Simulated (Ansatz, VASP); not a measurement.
SiC in VASP and in Ansatz

INCAR

```
SYSTEM = SiC
ALGO = Normal ; EDIFF = 1E-6
ENCUT = 520 ; GGA = PS
ISIF = 2 ; ISMEAR = 0
ISYM = 0 ; LASPH = .True.
LCHARG = .False. ; LREAL = .False.
LWAVE = .False. ; NBANDS = 16
NELM = 100 ; PREC = Accurate
SIGMA = 0.01
```

Contents of KPOINTS:

```
k-points
0
Gamma
  6 6 4
  0 0 0
```

File POSCAR:

```
SiC
1.0
    3.0753564236      0.0000000000      0.0000000000
   -1.5376782118      2.6633367885      0.0000000000
    0.0000000000      0.0000000000      5.0481087552
Si C
2 2
Direct
    0.3333333333      0.6666666667      0.4995917705
    0.6666666667      0.3333333333      0.9995917705
    0.3333333333      0.6666666667      0.8754082295
    0.6666666667      0.3333333333      0.3754082295
```

Input for Ansatz:

```yaml
crystal:
  lattice:
    - [3.0753564236, 0.0, 0.0]
    - [-1.5376782118, 2.6633367885, 0.0]
    - [0.0, 0.0, 5.0481087552]
  atoms:
    - { symbol: Si, position: [0.3333333333, 0.6666666667, 0.4995917705] }
    - { symbol: Si, position: [0.6666666667, 0.3333333333, 0.9995917705] }
    - { symbol: C, position: [0.3333333333, 0.6666666667, 0.8754082295] }
    - { symbol: C, position: [0.6666666667, 0.3333333333, 0.3754082295] }
  symmetry: { detect: false }
kpoints:
  mp_grid: { grid: [6, 6, 4] }
hamiltonian:
  xc: pbesol
scf:
  occupations: { method: fixed }
  n_extra_bands: 5
output:
  forces: true
  stress: true
  eigenvalues: true
```

Alike in both runs: task single point; functional PBEsol; k mesh 6 × 6 × 4; no spin polarisation.

|  | VASP | Ansatz |
| --- | --- | --- |
| version | VASP 6.6.1 | Ansatz 0.2.0 |
| potentials or method | VASP PAW PBE potentials, release 64 (Si, C) | plane waves |
| plane-wave cutoff (eV) | 520 | 420 |
| occupations | gaussian, width 0.01 eV | fixed |
| valence electrons in the cell | 16 | 16 |

|  | VASP | Ansatz | Ansatz less VASP |
| --- | --- | --- | --- |
| gap on the k mesh at the Fermi level (eV) | 2.11 | 2.12 | +0.011 |
| pressure (GPa) | 0.4 | 0.1 | -0.35 |
| traceless stress, the component that is largest in VASP (GPa) | -0.21 | -0.21 | -0.002 |
| rms of the force components (eV/Å) | 0.002 | 0.003 | +0.0006 |

VASP's potentials were made for PBE, not for PBEsol. Atom by atom the forces differ by 0.001 eV/Å (rms over components).
